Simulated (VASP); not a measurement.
# ZrAl3B3N (P-6m2) in VASP: notebook, part 2 of 2

VASP 6.6.1. The steps go on from the part before.

### 3 Single point, PBE

This run uses another cell than the first one, of 14.88 Å³/atom, 1.149 times its volume.

Contents of INCAR:

```
SYSTEM = ZrAl3B3N
ALGO     = Normal         ! electronic algorithm
EDIFF    = 1E-7           ! SCF threshold, eV
ENCUT    = 520            ! plane-wave cutoff, eV
GGA      = PE             ! functional
ISIF     = 2              ! what is computed and relaxed
ISMEAR   = 0              ! smearing method
LASPH    = .TRUE.         ! aspherical terms in the spheres
LCHARG   = .TRUE.         ! write CHGCAR
LELF     = .TRUE.         ! ELF
LREAL    = .FALSE.        ! projectors in reciprocal space
LVHAR    = .TRUE.       
LWAVE    = .FALSE.        ! write WAVECAR
NBANDS   = 28             ! bands
NELM     = 80             ! most SCF steps
PREC     = Accurate       ! precision mode
SIGMA    = 0.15           ! smearing width, eV
```

Contents of KPOINTS:

```
k-points
0
G
  3 3 2
  0 0 0
```

Contents of POSCAR:

```
ZrAl3B3N
1.0
    4.5379286594     -0.0000000028      0.0000000000
   -2.2689643273      3.9299615010      0.0000000000
    0.0000000000      0.0000000000      6.6735984346
Zr Al B N
1 3 3 1
Direct
    0.0000000000      0.0000000000      0.0000000000
    0.6666666667      0.3333333333      0.6915485892
    0.6666666667      0.3333333333      0.3084514108
    0.0000000000      0.0000000000      0.5000000000
    0.5353470600      0.4646529400      0.0000000000
    0.5353470600      0.0706941200      0.0000000000
    0.9293058800      0.4646529400      0.0000000000
    0.3333333333      0.6666666667      0.0000000000
```

Potentials or basis: VASP PAW PBE potentials, release 64 (Zr_sv, Al, B, N).

Launch:

```
$ cat potpaw_PBE.64/Zr_sv/POTCAR potpaw_PBE.64/Al/POTCAR potpaw_PBE.64/B/POTCAR potpaw_PBE.64/N/POTCAR > POTCAR
$ mpirun -np 1 vasp_std > vasp.out
```

OUTCAR:

```text
SYSTEM = ZrAl3B3N
   EDIFF = 1E-7
   ENCUT = 520
   GGA = PE
   ISIF = 2
   ISMEAR = 0
   LASPH = .TRUE.
   LREAL = .FALSE.
   NELM = 80
   PREC = Accurate

 ion  position               nearest neighbor table
   1  0.000  0.000  0.000-   5 2.29   5 2.29   6 2.29   6 2.29   7 2.29   7 2.29   8 2.62   8 2.62
                             8 2.62   3 3.33   2 3.33   3 3.33   2 3.33   3 3.33   2 3.33   4 3.34
   2  0.667  0.333  0.692-   7 2.30   6 2.30   5 2.30   3 2.56   4 2.92   4 2.92   4 2.92   1 3.33
                             1 3.33   1 3.33
   3  0.667  0.333  0.308-   7 2.30   6 2.30   5 2.30   2 2.56   4 2.92   4 2.92   4 2.92   1 3.33
                             1 3.33   1 3.33
   4  0.000  0.000  0.500-   2 2.92   3 2.92   2 2.92   3 2.92   2 2.92   3 2.92   1 3.34   1 3.34

   5  0.535  0.465  0.000-   8 1.59   7 1.79   6 1.79   1 2.29   1 2.29   3 2.30   2 2.30
   6  0.535  0.071  0.000-   8 1.59   7 1.79   5 1.79   1 2.29   1 2.29   3 2.30   2 2.30
   7  0.929  0.465  0.000-   8 1.59   6 1.79   5 1.79   1 2.29   1 2.29   3 2.30   2 2.30
   8  0.333  0.667  0.000-   7 1.59   6 1.59   5 1.59   1 2.62   1 2.62   1 2.62

  LATTYP: Found a hexagonal cell.
 ALAT       =     4.5379286594
 C/A-ratio  =     1.4706265646

  Lattice vectors:

 A1 = (   4.5379286594,  -0.0000000028,   0.0000000000)
 A2 = (  -2.2689643273,   3.9299615010,   0.0000000000)
 A3 = (   0.0000000000,   0.0000000000,   6.6735984346)

Analysis of symmetry for initial positions (statically):
=====================================================================
 Subroutine PRICEL returns:
 Original cell was already a primitive cell.

 Routine SETGRP: Setting up the symmetry group for a
 hexagonal supercell.

 Subroutine GETGRP returns: Found 12 space group operations
 (whereof 12 operations were pure point group operations)
 out of a pool of 24 trial point group operations.

The static configuration has the point symmetry D_3h.

Analysis of symmetry for dynamics (positions and initial velocities):
=====================================================================
 Subroutine PRICEL returns:
 Original cell was already a primitive cell.

 Routine SETGRP: Setting up the symmetry group for a
 hexagonal supercell.

 Subroutine GETGRP returns: Found 12 space group operations
 (whereof 12 operations were pure point group operations)
 out of a pool of 24 trial point group operations.

The dynamic configuration has the point symmetry D_3h.

 Subroutine INISYM returns: Found 12 space group operations
 (whereof 12 operations are pure point group operations),
 and found     1 'primitive' translations

----------------------------------------------------------------------------------------

                                     Primitive cell

  volume of cell :     119.0162

  direct lattice vectors                    reciprocal lattice vectors
     4.537928659 -0.000000003  0.000000000     0.220364857  0.127227709  0.000000000
    -2.268964327  3.929961501  0.000000000     0.000000000  0.254455419  0.000000000
     0.000000000  0.000000000  6.673598435     0.000000000  0.000000000  0.149844197

  length of vectors
     4.537928659  4.537928659  6.673598435     0.254455419  0.254455419  0.149844197

  position of ions in fractional coordinates (direct lattice)
     0.000000000  0.000000000  0.000000000
     0.666666667  0.333333333  0.691548589
[... 51 lines left out ...]
  0.333333  0.333333  0.500000      2.000000
   k-points           NKPTS =      6   k-points in BZ     NKDIM =      6   number of bands    NBANDS=     28
   number of dos      NEDOS =    301   number of ions     NIONS =      8
   total plane-waves  NPLWV =  64800
   dimension x,y,z NGX =    36 NGY =   36 NGZ =   50
   dimension x,y,z NGXF=    72 NGYF=   72 NGZF=  100
   ions per type =               1   3   3   1
   NGX,Y,Z   is equivalent  to a cutoff of  13.19, 13.19, 12.46 a.u.
   NGXF,Y,Z  is equivalent  to a cutoff of  26.38, 26.38, 24.91 a.u.
 SYSTEM =  ZrAl3B3N
   PREC   = accura    normal or accurate (medium, high low for compatibility)
   ISTART =      0    job   : 0-new  1-cont  2-samecut
   ICHARG =      2    charge: 1-file 2-atom 10-const
   ISPIN  =      1    spin polarized calculation?
   LNONCOLLINEAR =      F non collinear calculations
   LSORBIT =      F    spin-orbit coupling
   LASPH  =      T    aspherical Exc in radial PAW
   ENCUT  =  520.0 eV  38.22 Ry    6.18 a.u.   8.44  8.44 12.41*2*pi/ulx,y,z
   NELM   =     80;   NELMIN=  2; NELMDL= -5     # of ELM steps
   EDIFF  = 0.1E-06   stopping-criterion for ELM
   LREAL  =      F    real-space projection
   EDIFFG = 0.1E-05   stopping-criterion for IOM
   NSW    =      0    number of steps for IOM
   IBRION =     -1    ionic relax: 0-MD 1-quasi-New 2-CG
   NFREE  =      0    steps in history (QN), initial steepest desc. (CG)
   ISIF   =      2    stress and relaxation
   ISYM   =      2    0-nonsym 1-usesym 2-fastsym
   POTIM  = 0.5000    time-step for ionic-motion
   TEBEG  =    0.0;   TEEND  =   0.0 temperature during run
   PSTRESS=    0.0 pullay stress
   NELECT =      35.0000    total number of electrons
   NUPDOWN=      -1.0000    fix difference up-down
   EMIN   =  10.00;   EMAX   =-10.00  energy-range for DOS
   EFERMI =   0.00;   METHOD = LEGACY
   ISMEAR =     0;   SIGMA  =   0.15  broadening in eV -4-tet -1-fermi 0-gaus
   EFERMI_NEDOS =   21; number of points for ismear=-14 and -15
   IALGO  =     38    algorithm
   IMIX   =      4    mixing-type and parameters
     AMIX     =   0.40;   BMIX     =  1.00
     AMIX_MAG =   1.60;   BMIX_MAG =  1.00
  volume/ion in A,a.u.               =      14.88       100.40
  Fermi-wavevector in a.u.,A,eV,Ry     =   1.088668  2.057284 16.125601  1.185198
  Thomas-Fermi vector in A             =   2.224855
   LORBIT       =      0    0 simple, 1 ext, 2 COOP (PROOUT), +10 PAW based schemes
   GGA     = PE    functional components
   LHFCALC =     F    Hartree Fock is set to
   AEXX    =    0.0000 exact exchange contribution
   IVDW    =     0    specifies the selected vdW correction
   LEPSILON=     F    determine dielectric tensor
   LRPA    =     F    only Hartree local field effects (RPA)
 non-spin polarized calculation
 Gauss-broadening in eV      SIGMA  =   0.15
  energy-cutoff  :      520.00
  volume of cell :      119.02
 maximum number of plane-waves:      3252
 NGX is ok and might be reduce to    36
   NGX = 17   NGY = 17   NGZ = 25

 number of electron      34.9999998 magnetization

 Free energy of the ion-electron system (eV)
  ---------------------------------------------------
  ext. energy  EPLUGINS =         0.00000000
  ---------------------------------------------------
  free energy    TOTEN  =       -45.54052750 eV

  energy without entropy =      -45.50882315  energy(sigma->0) =      -45.52467533

 E-fermi :   6.5435     XC(G=0):  -9.9195

 val. band max:        6.3301072856   @ k =   0.3333   0.3333   0.5000
 cond. band min:       6.6076431381   @ k =   0.3333  -0.0000   0.0000
 fundamental gap:      0.2775358525
 Fermi energy:         6.5434829133

 k-point     1 :       0.0000    0.0000    0.0000
  band No.  band energies     occupation
      1     -42.7839      2.00000
      2     -21.1221      2.00000
      3     -21.1221      2.00000
      4     -20.8612      2.00000
      5     -11.7422      2.00000
      6      -5.8721      2.00000
[... 175 lines left out ...]
     27      11.4796      0.00000
     28      11.6343      0.00000

------------------------ aborting loop because EDIFF is reached ----------------------------------------

  FORCE on cell =-STRESS in cart. coord.  units (eV):
  Direction    XX          YY          ZZ          XY          YZ          ZX
  --------------------------------------------------------------------------------------
  -------------------------------------------------------------------------------------
  Total       -0.0225810     -0.0225810      0.0575681      0.0000000     -0.0000000      0.0000000
  in kB       -0.3039820     -0.3039820      0.7749730      0.0000000     -0.0000000      0.0000000
  external PRESSURE =       0.0556697 kB  Pullay stress =       0.0000000 kB

 VOLUME and BASIS-vectors are now :
 -----------------------------------------------------------------------------
  energy-cutoff  :      520.00
  volume of cell :      119.02
      direct lattice vectors                 reciprocal lattice vectors
     4.537928659 -0.000000003  0.000000000     0.220364857  0.127227709  0.000000000
    -2.268964327  3.929961501  0.000000000     0.000000000  0.254455419  0.000000000
     0.000000000  0.000000000  6.673598435     0.000000000  0.000000000  0.149844197

 POSITION                                       TOTAL-FORCE (eV/Angst)
 -----------------------------------------------------------------------------------
      0.00000      0.00000      0.00000        -0.000000      0.000000      0.000000
      2.26896      1.30999      4.61512        -0.000000     -0.000000      0.008991
      2.26896      1.30999      2.05848        -0.000000     -0.000000     -0.008991
      0.00000      0.00000      3.33680        -0.000000      0.000000      0.000000
      1.37509      1.82607      0.00000         0.005445     -0.003144      0.000000
      2.26896      0.27783      0.00000         0.000000      0.006288     -0.000000
      3.16284      1.82607      0.00000        -0.005445     -0.003144      0.000000
      0.00000      2.61997      0.00000        -0.000000      0.000000      0.000000
 -----------------------------------------------------------------------------------
    total drift:                               -0.000001      0.000000     -0.000000

  FREE ENERGIE OF THE ION-ELECTRON SYSTEM (eV)
  ---------------------------------------------------
  free  energy   TOTEN  =       -45.5405275029 eV

  energy  without entropy=      -45.5088231522  energy(sigma->0) =      -45.52467533
```

Wall time 27 s (1 thread of AMD EPYC 7R13 (Zen 3), shared host); peak memory 0.22 GiB.

What came out:

```yaml
Free_energy: -45.5405 eV
Pressure: 0.0 GPa
Largest_force: 0.009 eV/Å
```

Forces on the atoms (eV/Å):
```
Zr   0.000  0.000  0.000
Al   0.000  0.000  0.009
Al   0.000  0.000 -0.009
Al   0.000  0.000  0.000
B    0.005 -0.003  0.000
B    0.000  0.006  0.000
B   -0.005 -0.003  0.000
N    0.000  0.000  0.000
```

Caveat: the k points lie up to 0.53 Å⁻¹ apart.

### 4 Single point, PBE

This run uses another cell than the first one, of 16.38 Å³/atom, 1.265 times its volume.

Contents of INCAR:

```
SYSTEM = ZrAl3B3N
  ALGO = Normal
  EDIFF = 1E-6
  ENCUT = 520
  GGA = PE
  ISIF = 2
  ISMEAR = 0
  LASPH = .True.
  LCHARG = .False.
  LREAL = .False.
  LWAVE = .False.
  NBANDS = 28
  NELM = 100
  PREC = Accurate
  SIGMA = 0.15
```

Contents of KPOINTS:

```
k-points
0
Gamma
  4 4 2
  0 0 0
```

Contents of POSCAR:

```
ZrAl3B3N
1.0
    4.4183918210      0.0000000034      0.0000000000
   -2.2091959135      3.8264395591      0.0000000000
    0.0000000000      0.0000000000      7.7494796889
Zr Al B N
1 3 3 1
Direct
    0.0000000000      0.0000000000      0.5000000000
    0.6666666667      0.3333333333      0.5000000000
    0.0000000000      0.0000000000      0.8421054100
    0.0000000000      0.0000000000      0.1578945900
    0.6666666667      0.3333333333      0.8211391215
    0.6666666667      0.3333333333      0.1788608785
    0.3333333333      0.6666666667      0.5000000000
    0.6666666667      0.3333333333      0.0000000000
```

Launch:

```
$ cat potpaw_PBE.64/Zr_sv/POTCAR potpaw_PBE.64/Al/POTCAR potpaw_PBE.64/B/POTCAR potpaw_PBE.64/N/POTCAR > POTCAR
$ mpirun -np 1 vasp_std > vasp.out
```

It took 31 s on 1 thread of AMD EPYC 7R13 (Zen 3), shared host; peak memory 0.24 GiB.

It converged, with:

| Item | Value |
| --- | --- |
| Free energy | -41.5889 eV |
| Pressure | -0.1 GPa |
| Largest force | 0.031 eV/Å |

Forces in eV/Å, atoms in the order of the input:
```
Zr   0.000  0.000  0.000
Al   0.000  0.000  0.000
Al   0.000  0.000 -0.022
Al   0.000  0.000  0.022
B    0.000  0.000  0.031
B    0.000  0.000 -0.031
B    0.000  0.000  0.000
N    0.000  0.000  0.000
```

Stress tensor (GPa, compression positive):
```
 0.01  0.00  0.00
 0.00  0.01  0.00
 0.00  0.00 -0.22
```

Levels at points of the mesh, in eV from the Fermi level:
| k point | band 15 | band 16 | band 17 | band 18 | band 19 | band 20 |
| --- | --- | --- | --- | --- | --- | --- |
| (0.00, 0.00, 0.00) | -0.62 | -0.52 | -0.52 | 0.89 | 1.47 | 1.60 |
| (0.50, 0.00, 0.00) | -1.50 | -1.36 | -0.82 | -0.26 | 0.08 | 0.28 |
| (0.00, 0.00, 0.50) | -0.97 | 0.15 | 0.15 | 0.33 | 0.33 | 1.27 |
| (0.50, 0.00, 0.50) | -1.72 | -1.22 | -0.22 | -0.17 | -0.10 | 0.89 |

Caveat: the k points lie up to 0.41 Å⁻¹ apart.

### 5 Single point, PBE

This run uses another cell than the first one, of 12.30 Å³/atom, 0.950 times its volume.

Contents of INCAR:

```
SYSTEM = ZrAl3B3N
  PREC = Accurate
  ENCUT = 520
  EDIFF = 1E-6
  ISMEAR = 0
  SIGMA = 0.15
  LREAL = .FALSE.
  LASPH = .TRUE.
  NELM = 80
  ALGO = Normal
  ISIF = 2
  LWAVE = .FALSE.
  LCHARG = .TRUE.
  GGA = PE
  LELF = .TRUE.
  LVHAR = .TRUE.
  NBANDS = 28
```

Contents of KPOINTS:

```
Automatic mesh
0
G
  3 3 2
  0 0 0
```

Contents of POSCAR:

```
ZrAl3B3N
1.0
    4.0900224809      0.0000000027      0.0000000000
   -2.0450112428      3.5420633692      0.0000000000
    0.0000000000      0.0000000000      6.7913188333
Zr Al B N
1 3 3 1
Direct
    0.6666666667      0.3333333333      0.5000000000
    0.0000000000      0.0000000000      0.7341131905
    0.0000000000      0.0000000000      0.2658868095
    0.3333333333      0.6666666667      0.0000000000
    0.6666666667      0.3333333333      0.8744424798
    0.6666666667      0.3333333333      0.1255575202
    0.3333333333      0.6666666667      0.5000000000
    0.0000000000      0.0000000000      0.0000000000
```

Launch:

```
$ cat potpaw_PBE.64/Zr_sv/POTCAR potpaw_PBE.64/Al/POTCAR potpaw_PBE.64/B/POTCAR potpaw_PBE.64/N/POTCAR > POTCAR
$ mpirun -np 1 vasp_std > vasp.out
```

It took 24 s on 1 thread of Intel Xeon Platinum 8259CL at 2.50GHz (Skylake/Cascade Lake), shared host; peak memory 0.22 GiB.

Results (log left out):

```yaml
Free_energy: -44.4901 eV
Pressure: -0.2 GPa
Largest_force: 0.050 eV/Å
```

Forces on the atoms (eV/Å):
```
Zr   0.000  0.000  0.000
Al   0.000  0.000 -0.012
Al   0.000  0.000  0.012
Al   0.000  0.000  0.000
B    0.000  0.000 -0.050
B    0.000  0.000  0.050
B    0.000  0.000  0.000
N    0.000  0.000  0.000
```

Stress tensor (GPa, compression positive):
```
-0.45  0.00  0.00
 0.00 -0.45  0.00
 0.00  0.00  0.15
```

Levels at points of the mesh, in eV from the Fermi level:
| k point | band 14 | band 15 | band 16 | band 17 | band 18 | band 19 | band 20 | band 21 |
| --- | --- | --- | --- | --- | --- | --- | --- | --- |
| (0.00, 0.00, 0.00) | -3.16 | -1.77 | -1.77 | -0.49 | -0.49 | -0.15 | 0.18 | 1.04 |
| (0.00, 0.00, 0.50) | -3.19 | -2.06 | -2.06 | 0.41 | 0.91 | 1.00 | 1.00 | 1.20 |

Caveat: the k points lie up to 0.59 Å⁻¹ apart.

### 6 The runs side by side

| cell | k mesh | gap on the mesh (eV) | pressure (GPa) | largest force (eV/Å) |
| --- | --- | --- | --- | --- |
| a = 3.734, b = 3.734, c = 8.577 Å, angles 90.0, 90.0, 120.0°, 8 atoms | 3 × 3 × 2 | none | 0.3 | 0.02 |
| a = 4.538, b = 4.538, c = 6.674 Å, angles 90.0, 90.0, 120.0°, 8 atoms | 3 × 3 × 2 | none | 0.0 | 0.01 |
| a = 4.418, b = 4.418, c = 7.749 Å, angles 90.0, 90.0, 120.0°, 8 atoms | 4 × 4 × 2 | none | -0.1 | 0.03 |
| a = 4.090, b = 4.090, c = 6.791 Å, angles 90.0, 90.0, 120.0°, 8 atoms | 3 × 3 × 2 | none | -0.2 | 0.05 |

Alike in all rows: task single point; level PBE; potentials or basis VASP PAW PBE potentials, release 64 (Zr_sv, Al, B, N); no spin polarisation; cutoff (eV) 520; smearing gaussian 0.15 eV.

Caveats: all runs use coarse meshes.

Absolute energies hang on the potentials; compare differences alone.
